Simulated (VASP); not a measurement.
# Fe (P6_3/mmc) in VASP: notebook

The runs below take Fe through single point, relaxation of cell and atoms, with PBE.

All numbers are computed with VASP 6.6.1; they aren't measurements. Logs are shortened: lines on timing, memory, paths and dates and some standing lists are left out, and cuts for length are marked.

## Step 1: The cell of the first run

Symmetry: P6_3/mmc, No. 194, hexagonal system. The conventional cell has a = 2.525 Å, b = 2.525 Å, c = 4.374 Å, α = 90.00°, β = 90.00°, γ = 120.00°. Within 3.3 Å of Fe (site symmetry -6m2) lie 12 Fe at 2.52 to 2.63 Å.

This isn't the form of Fe at room conditions, which is bcc.

## Step 2: Single point, PBE, collinear spin, antiferromagnetic start

File INCAR:

```
SYSTEM = Fe
ALGO = Normal ; EDIFF = 1E-6
ENCUT = 520 ; GGA = PE
ISIF = 2 ; ISMEAR = 0
ISPIN = 2 ; LASPH = .True.
LCHARG = .False. ; LMAXMIX = 4
LORBIT = 11 ; LREAL = .False.
LWAVE = .False. ; MAGMOM = 2.5 2.5 -2.5 -2.5
NBANDS = 28 ; NELM = 150
PREC = Accurate ; SIGMA = 0.05
```

File KPOINTS:

```
k-points
0
Gamma
  18 18 5
  0 0 0
```

File POSCAR:

```
Fe
1.0
    2.5247836263      0.0000000000      0.0000000000
   -1.2623918131      2.1865267594      0.0000000000
    0.0000000000      0.0000000000      8.7478465100
Fe
4
Direct
    0.3333333333      0.6666666667      0.3750000000
    0.6666666667      0.3333333333      0.1250000000
    0.3333333333      0.6666666667      0.8750000000
    0.6666666667      0.3333333333      0.6250000000
```

Potentials or basis: VASP PAW PBE potentials, release 64 (Fe).

Command:

```bash
$ cat potpaw_PBE.64/Fe/POTCAR > POTCAR
$ mpirun -np 1 vasp_std > vasp.out
```

OUTCAR:

```text
SYSTEM = Fe
   EDIFF = 1E-6
   ENCUT = 520
   GGA = PE
   ISIF = 2
   ISMEAR = 0
   ISPIN = 2
   LASPH = .True.
   LORBIT = 11
   LREAL = .False.
   NELM = 150
   PREC = Accurate

 ion  position               nearest neighbor table
   1  0.333  0.667  0.375-   2 2.63   4 2.63   2 2.63   4 2.63   2 2.63   4 2.63
   2  0.667  0.333  0.125-   1 2.63   3 2.63   1 2.63   3 2.63   1 2.63   3 2.63
   3  0.333  0.667  0.875-   2 2.63   4 2.63   2 2.63   4 2.63   2 2.63   4 2.63
   4  0.667  0.333  0.625-   1 2.63   3 2.63   1 2.63   3 2.63   1 2.63   3 2.63

  LATTYP: Found a hexagonal cell.
 ALAT       =     2.5247836263
 C/A-ratio  =     3.4647905741

  Lattice vectors:

 A1 = (   2.5247836263,   0.0000000000,   0.0000000000)
 A2 = (  -1.2623918131,   2.1865267594,   0.0000000000)
 A3 = (   0.0000000000,   0.0000000000,   8.7478465100)

Analysis of symmetry for initial positions (statically):
=====================================================================
 Subroutine PRICEL returns following result:

  LATTYP: Found a hexagonal cell.
 ALAT       =     2.5247836263
 C/A-ratio  =     1.7323952870
[... 12 lines left out ...]
 Subroutine GETGRP returns: Found 24 space group operations
 (whereof 12 operations were pure point group operations)
 out of a pool of 24 trial point group operations.

The static configuration has the point symmetry D_3d.
 The point group associated with its full space group is D_6h.

Analysis of symmetry for dynamics (positions and initial velocities):
=====================================================================
 Subroutine PRICEL returns following result:

  LATTYP: Found a hexagonal cell.
 ALAT       =     2.5247836263
 C/A-ratio  =     1.7323952870
[... 12 lines left out ...]
 Subroutine GETGRP returns: Found 24 space group operations
 (whereof 12 operations were pure point group operations)
 out of a pool of 24 trial point group operations.

The dynamic configuration has the point symmetry D_3d.
 The point group associated with its full space group is D_6h.

Analysis of structural, dynamic, and magnetic symmetry:
=====================================================================
 Subroutine PRICEL returns following result:

  LATTYP: Found a hexagonal cell.
 ALAT       =     2.5247836263
 C/A-ratio  =     1.7323952870
[... 12 lines left out ...]
 Subroutine GETGRP returns: Found 12 space group operations
 (whereof 12 operations were pure point group operations)
 out of a pool of 24 trial point group operations.

The overall configuration has the point symmetry D_3d.

 Subroutine INISYM returns: Found 12 space group operations
 (whereof 12 operations are pure point group operations),
 and found     2 'primitive' translations

----------------------------------------------------------------------------------------

                                     Primitive cell

  volume of cell :      24.1463

  direct lattice vectors                    reciprocal lattice vectors
     2.524783626  0.000000000  0.000000000     0.396073545  0.228673168  0.000000000
    -1.262391813  2.186526759  0.000000000     0.000000000  0.457346335  0.000000000
     0.000000000  0.000000000  4.373923255     0.000000000  0.000000000  0.228627697

  length of vectors
     2.524783626  2.524783626  4.373923255     0.457346335  0.457346335  0.228627697

  position of ions in fractional coordinates (direct lattice)
     0.333333333  0.666666667  0.750000000
     0.666666667  0.333333333  0.250000000

  ion indices of the primitive-cell ions
   primitive index   ion index
                 1           1
                 2           2

----------------------------------------------------------------------------------------

 KPOINTS: k-points

Automatic generation of k-mesh.
 Grid dimensions read from file:
 generate k-points for:   18   18    5

 Generating k-lattice:

  Cartesian coordinates                     Fractional coordinates (reciprocal lattice)
     0.022004086  0.012704065  0.000000000     0.055555556 -0.000000000  0.000000000
     0.000000000  0.025408130  0.000000000     0.000000000  0.055555556  0.000000000
     0.000000000  0.000000000  0.022862770     0.000000000  0.000000000  0.200000000

  Length of vectors
     0.025408130  0.025408130  0.022862770

  Shift w.r.t. Gamma in fractional coordinates (k-lattice)
     0.000000000  0.000000000  0.000000000

 Subroutine IBZKPT returns following result:
 ===========================================

 Found    165 irreducible k-points:

 Following reciprocal coordinates:
            Coordinates               Weight
  0.000000  0.000000  0.000000      1.000000
  0.055556  0.000000  0.000000      6.000000
  0.111111  0.000000  0.000000      6.000000
  0.166667  0.000000  0.000000      6.000000
  0.222222  0.000000  0.000000      6.000000
  0.277778 -0.000000  0.000000      6.000000
[... 16 lines left out ...]
  0.333333  0.111111  0.000000     12.000000
  0.388889  0.111111  0.000000     12.000000
 [... further k-points ...]
   k-points           NKPTS =    165   k-points in BZ     NKDIM =    165   number of bands    NBANDS=     28
   number of dos      NEDOS =    301   number of ions     NIONS =      4
   total plane-waves  NPLWV =  28000
   dimension x,y,z NGX =    20 NGY =   20 NGZ =   70
   dimension x,y,z NGXF=    40 NGYF=   40 NGZF=  140
   ions per type =               4
   NGX,Y,Z   is equivalent  to a cutoff of  13.17, 13.17, 13.30 a.u.
   NGXF,Y,Z  is equivalent  to a cutoff of  26.34, 26.34, 26.61 a.u.
 SYSTEM =  Fe
   PREC   = accura    normal or accurate (medium, high low for compatibility)
   ISTART =      0    job   : 0-new  1-cont  2-samecut
   ICHARG =      2    charge: 1-file 2-atom 10-const
   ISPIN  =      2    spin polarized calculation?
   LNONCOLLINEAR =      F non collinear calculations
   LSORBIT =      F    spin-orbit coupling
   LASPH  =      T    aspherical Exc in radial PAW
   ENCUT  =  520.0 eV  38.22 Ry    6.18 a.u.   4.69  4.69 16.27*2*pi/ulx,y,z
   NELM   =    150;   NELMIN=  2; NELMDL= -5     # of ELM steps
   EDIFF  = 0.1E-05   stopping-criterion for ELM
   LREAL  =      F    real-space projection
   EDIFFG = 0.1E-04   stopping-criterion for IOM
   NSW    =      0    number of steps for IOM
   IBRION =     -1    ionic relax: 0-MD 1-quasi-New 2-CG
   NFREE  =      0    steps in history (QN), initial steepest desc. (CG)
   ISIF   =      2    stress and relaxation
   ISYM   =      2    0-nonsym 1-usesym 2-fastsym
   POTIM  = 0.5000    time-step for ionic-motion
   TEBEG  =    0.0;   TEEND  =   0.0 temperature during run
   PSTRESS=    0.0 pullay stress
   NELECT =      32.0000    total number of electrons
   NUPDOWN=      -1.0000    fix difference up-down
   EMIN   =  10.00;   EMAX   =-10.00  energy-range for DOS
   EFERMI =   0.00;   METHOD = LEGACY
   ISMEAR =     0;   SIGMA  =   0.05  broadening in eV -4-tet -1-fermi 0-gaus
   EFERMI_NEDOS =   21; number of points for ismear=-14 and -15
   IALGO  =     38    algorithm
   IMIX   =      4    mixing-type and parameters
     AMIX     =   0.40;   BMIX     =  1.00
     AMIX_MAG =   1.60;   BMIX_MAG =  1.00
  volume/ion in A,a.u.               =      12.07        81.47
  Fermi-wavevector in a.u.,A,eV,Ry     =   1.427244  2.697099 27.715400  2.037024
  Thomas-Fermi vector in A             =   2.547434
   LORBIT       =     11    0 simple, 1 ext, 2 COOP (PROOUT), +10 PAW based schemes
   GGA     = PE    functional components
   LHFCALC =     F    Hartree Fock is set to
   AEXX    =    0.0000 exact exchange contribution
   IVDW    =     0    specifies the selected vdW correction
   LEPSILON=     F    determine dielectric tensor
   LRPA    =     F    only Hartree local field effects (RPA)
 spin polarized calculation
 Gauss-broadening in eV      SIGMA  =   0.05
  energy-cutoff  :      520.00
  volume of cell :       48.29
 maximum number of plane-waves:      1320
 NGX is ok and might be reduce to    20

 number of electron      31.9999988 magnetization      -0.0000000

 number of electron      31.9999988 magnetization       0.0000000

 Free energy of the ion-electron system (eV)
  ---------------------------------------------------
  ext. energy  EPLUGINS =         0.00000000
  ---------------------------------------------------
  free energy    TOTEN  =       -32.19935365 eV

  energy without entropy =      -32.19101186  energy(sigma->0) =      -32.19518275

 E-fermi :   5.5172     XC(G=0): -12.7731

 val. band max:        5.5141928840   @ k =   0.3889   0.1667   0.2000
 cond. band min:       5.5177719487   @ k =   0.0556   0.0556   0.2000
 fundamental gap:      0.0035790647
 Fermi energy:         5.5172108279

 spin component 1

 k-point     1 :       0.0000    0.0000    0.0000
  band No.  band energies     occupation
      1      -2.7893      1.00000
      2      -0.8699      1.00000
      3      -0.8071      1.00000
      4       1.0239      1.00000
      5       2.7778      1.00000
      6       3.2512      1.00000
[... 733 lines left out ...]
     27      14.3960      0.00000
     28      15.2058      0.00000

 [... further k-points ...]

 spin component 2

 k-point     1 :       0.0000    0.0000    0.0000
  band No.  band energies     occupation
      1      -2.7893      1.00000
      2      -0.8699      1.00000
      3      -0.8071      1.00000
      4       1.0239      1.00000
      5       2.7778      1.00000
      6       3.2512      1.00000
[... 733 lines left out ...]
     27      14.3960      0.00000
     28      15.2058      0.00000

 [... further k-points ...]

------------------------ aborting loop because EDIFF is reached ----------------------------------------

  FORCE on cell =-STRESS in cart. coord.  units (eV):
  Direction    XX          YY          ZZ          XY          YZ          ZX
  --------------------------------------------------------------------------------------
  -------------------------------------------------------------------------------------
  Total       -2.6128822     -2.6128822     -3.9736850     -0.0000000     -0.0000000      0.0000000
  in kB      -86.6862653    -86.6862653   -131.8329300     -0.0000000     -0.0000000      0.0000000
  external PRESSURE =    -101.7351535 kB  Pullay stress =       0.0000000 kB

 VOLUME and BASIS-vectors are now :
 -----------------------------------------------------------------------------
  energy-cutoff  :      520.00
  volume of cell :       48.29
      direct lattice vectors                 reciprocal lattice vectors
     2.524783626  0.000000000  0.000000000     0.396073545  0.228673168  0.000000000
    -1.262391813  2.186526759  0.000000000     0.000000000  0.457346335  0.000000000
     0.000000000  0.000000000  8.747846510     0.000000000  0.000000000  0.114313848

 POSITION                                       TOTAL-FORCE (eV/Angst)
 -----------------------------------------------------------------------------------
     -0.00000      1.45768      3.28044        -0.000000      0.000000      0.275901
      1.26239      0.72884      1.09348         0.000000     -0.000000     -0.275901
     -0.00000      1.45768      7.65437        -0.000000      0.000000      0.275901
      1.26239      0.72884      5.46740         0.000000     -0.000000     -0.275901
 -----------------------------------------------------------------------------------
    total drift:                                0.000000     -0.000000     -0.000000

  FREE ENERGIE OF THE ION-ELECTRON SYSTEM (eV)
  ---------------------------------------------------
  free  energy   TOTEN  =       -32.1993536514 eV

  energy  without entropy=      -32.1910118558  energy(sigma->0) =      -32.19518275

 total charge

# of ion       s       p       d       tot
------------------------------------------
    1        0.473   0.486   6.196   7.156
    2        0.473   0.486   6.196   7.156
    3        0.473   0.486   6.196   7.156
    4        0.473   0.486   6.196   7.156
--------------------------------------------------
tot          1.891   1.946  24.786  28.622

 magnetization (x)

# of ion       s       p       d       tot
------------------------------------------
    1        0.001  -0.007   2.186   2.180
    2        0.001  -0.007   2.186   2.180
    3       -0.001   0.007  -2.186  -2.180
    4       -0.001   0.007  -2.186  -2.180
--------------------------------------------------
tot          0.000   0.000   0.000   0.000
```

Run time: 3.9 min. Hardware: 1 thread of AMD EPYC 9R45 (Zen 5), shared host; peak memory 0.37 GiB.

Results:

```
Free energy                                           : -32.1994 eV
Pressure                                              : -10.2 GPa
Largest force                                         : 0.276 eV/Å
Band gap on the k mesh                                : zero (filled and empty bands overlap)
Net moment                                            : 0.00 μB per cell
Site moments                                          : Fe +2.18, -2.18 (each value once) μB
Valence electrons inside the program's atomic spheres : Fe 7.16
```

Forces on the atoms (eV/Å):
```
Fe   0.000  0.000  0.276
Fe   0.000  0.000 -0.276
Fe   0.000  0.000  0.276
Fe   0.000  0.000 -0.276
```

Stress tensor (GPa, compression positive):
```
 -8.67   0.00   0.00
  0.00  -8.67   0.00
  0.00   0.00 -13.18
```

Caveat: the cell stands under tension.

## Step 3: Relaxation of cell and atoms, PBE, collinear spin, ferromagnetic start

This run uses another cell than the first one: it holds 2 atoms, not 4.

File INCAR:

```
  PREC = Accurate
  ENCUT = 600
  EDIFF = 1E-6
  ISMEAR = 0
  SIGMA = 0.05
  LREAL = False
  LASPH = True
  NELM = 150
  ALGO = Normal
  ISIF = 3
  LWAVE = False
  LCHARG = False
  ISPIN = 2
  MAGMOM = 2.5 2.5
  LORBIT = 11
  LMAXMIX = 4
  GGA = PE
  IBRION = 2
  NSW = 80
  EDIFFG = -0.01
```

File KPOINTS:

```
Automatic mesh
0
Gamma
  18 18 10
```

File POSCAR:

```
Fe
1.0
    2.5567053001      0.0000000000      0.0000000000
   -1.2783526500      2.2141717398      0.0000000000
    0.0000000000      0.0000000000      4.1759519901
Fe
2
Direct
    0.3333333333      0.6666666667      0.7500000000
    0.6666666667      0.3333333333      0.2500000000
```

Potentials or basis: VASP PAW PBE potentials, release 64 (Fe).

Command:

```bash
$ cat potpaw_PBE.64/Fe/POTCAR > POTCAR
$ mpirun -np 1 vasp_std > vasp.out
```

Wall time 7.9 min (1 thread of Intel Xeon 6975P-C (Granite Rapids), shared host); peak memory 0.28 GiB.

The run converged. Its results:

| Quantity | Value |
| --- | --- |
| Free energy | -16.3066 eV |
| Relaxed volume | 10.17 Å³/atom |
| Relaxed cell | a = 2.457 Å, b = 2.457 Å, c = 3.890 Å, α = 90.00°, β = 90.00°, γ = 120.00° |
| Space group after relaxing (to 0.1 Å) | P6_3/mmc (No. 194) |
| Energy gained by relaxing | 220.6 meV/atom |
| Ionic steps | 12 |
| Pressure after relaxing | 0.1 GPa |
| Band gap on the k mesh | zero (filled and empty bands overlap) |
| Net moment | 0.00 μB per cell |
| Valence electrons inside the program's atomic spheres | Fe 7.52 |

The path:
```
step  energy change (eV)  largest force (eV/Å)  pressure (GPa)  volume (Å³)
   1              0.0000                0.0000          -20.50        23.64
   2             -0.2615                0.0000           27.46        18.83
   3             -0.3946                0.0000            4.23        20.08
   4             -0.3983                0.0000           -4.87        20.73
   5             -0.4012                0.0000           -1.56        20.47
   6             -0.4097                0.0000           12.65        19.56
   7             -0.4303                0.0000            5.54        19.97
   8             -0.4349                0.0000           -4.23        20.66
   9             -0.4411                0.0000           -0.30        20.36
  10             -0.4411                0.0000           -0.10        20.35
  11             -0.4411                0.0000            0.14        20.33
  12             -0.4411                0.0000            0.11        20.34
```

Final structure:
```xyz
2
Lattice="2.4570 0.0000 0.0000 -1.2285 2.1278 0.0000 0.0000 0.0000 3.8900" Properties=species:S:1:pos:R:3 pbc="T T T"
Fe    0.0000    1.4185    2.9175
Fe    1.2285    0.7093    0.9725
```

Levels at points of the mesh, in eV from the Fermi level:
Spin up:
```csv
k point,band 4,band 5,band 6,band 7,band 8,band 9,band 10,band 11,band 12,band 13
"(0.00, 0.00, 0.00)",-1.64,-1.52,-1.18,-1.18,-0.83,-0.83,0.54,0.72,0.72,8.79
"(0.50, 0.00, 0.00)",-2.03,-1.94,-1.52,-1.06,0.83,1.06,1.08,2.70,4.86,11.29
"(0.00, 0.00, 0.50)",-2.07,-1.76,-1.76,-1.76,-1.76,0.33,0.33,0.33,0.33,17.17
"(0.50, 0.00, 0.50)",-3.14,-0.63,-0.63,0.12,0.12,0.97,0.97,2.51,2.51,9.26
```
Spin down:
```csv
k point,band 5,band 6,band 7,band 8,band 9,band 10,band 11,band 12
"(0.00, 0.00, 0.00)",-1.52,-1.18,-1.18,-0.83,-0.83,0.54,0.72,0.72
"(0.50, 0.00, 0.00)",-1.94,-1.52,-1.06,0.83,1.06,1.08,2.70,4.86
"(0.00, 0.00, 0.50)",-1.76,-1.76,-1.76,-1.76,0.33,0.33,0.33,0.33
"(0.50, 0.00, 0.50)",-0.63,-0.63,0.12,0.12,0.97,0.97,2.51,2.51
```
